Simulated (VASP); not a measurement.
A run of VASP 6.6.1 is set up as follows.

INCAR

```
SYSTEM = FeO
PREC = Accurate ; ENCUT = 520
EDIFF = 1E-6 ; ISMEAR = -1
SIGMA = 0.05 ; LREAL = .FALSE.
LASPH = .TRUE. ; NELM = 150
ALGO = Normal ; ISIF = 2
LWAVE = .FALSE. ; LCHARG = .FALSE.
ISPIN = 2 ; MAGMOM = 4 0
LORBIT = 11 ; LMAXMIX = 4
GGA = PE ; NBANDS = 18
```

KPOINTS

```
regular mesh
0
G
  11 11 11
  0 0 0
```

Contents of POSCAR:

```
FeO
1.0
    0.0000000000      2.1262695598      2.1262695598
    2.1262695598      0.0000000000      2.1262695598
    2.1262695598      2.1262695598      0.0000000000
Fe O
1 1
Direct
    0.0000000000      0.0000000000      0.0000000000
    0.5000000000      0.5000000000      0.5000000000
```

Potentials or basis: VASP PAW PBE potentials, release 64 (Fe, O).

Run with:

```console
$ cat potpaw_PBE.64/Fe/POTCAR potpaw_PBE.64/O/POTCAR > POTCAR
$ mpirun -np 1 vasp_std > vasp.out
```

Question: Predict the band gap on the k mesh.

Answer: Zero (filled and empty bands overlap).

Question: Predict the site moments.

Answer: Fe +3.61; O +0.31 μB.

Question: Estimate the net moment.

Answer: 4.00 μB per cell.

Caveat: a cell with one magnetic atom can't hold antiferromagnetic order, which such compounds often take; semilocal functionals often make such compounds metallic where correlation or magnetic order opens a gap, which also shifts bond lengths.
